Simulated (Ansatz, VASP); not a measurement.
# InSe in VASP and in Ansatz

```
CELL_PARAMETERS angstrom
4.02661 0.00000 0.00000
-2.01331 3.48715 0.00000
0.00000 0.00000 28.27071
ATOMIC_POSITIONS crystal
Se 0.00000 0.00000 0.15918
Se 0.00000 0.00000 0.34967
Se 0.44444 0.88889 0.46675
Se 0.44444 0.88889 0.65724
In 0.66667 0.33333 0.20500
In 0.66667 0.33333 0.30385
In 0.11111 0.22222 0.51257
In 0.11111 0.22222 0.61142
```

Alike in both runs: task single point; functional PBE; dispersion D3(BJ); k mesh 9 × 9 × 1; occupations gaussian, width 0.05 eV; no spin polarisation.

|  | VASP | Ansatz |
| --- | --- | --- |
| version | VASP 6.6.1 | Ansatz 0.2.0 |
| potentials or method | VASP PAW PBE potentials, release 64 (Se, In_d), cutoff 520 eV | scalar-relativistic, plane waves, PAW |
| valence electrons in the cell | 76 | 116 |

Ansatz gave:

```
gap on the k mesh at the Fermi level (eV) : 1.16
least direct gap on the mesh (eV)         : 1.21
rms of the force components (eV/Å)        : 0.014
```

Problem. Which values does VASP return?

Solution. gap on the k mesh at the Fermi level (eV): 1.15; least direct gap on the mesh (eV): 1.20; rms of the force components (eV/Å): 0.016.

VASP's potentials hold 76 valence electrons a cell and Ansatz's 116, so a difference there can come from the potentials and not from the codes.
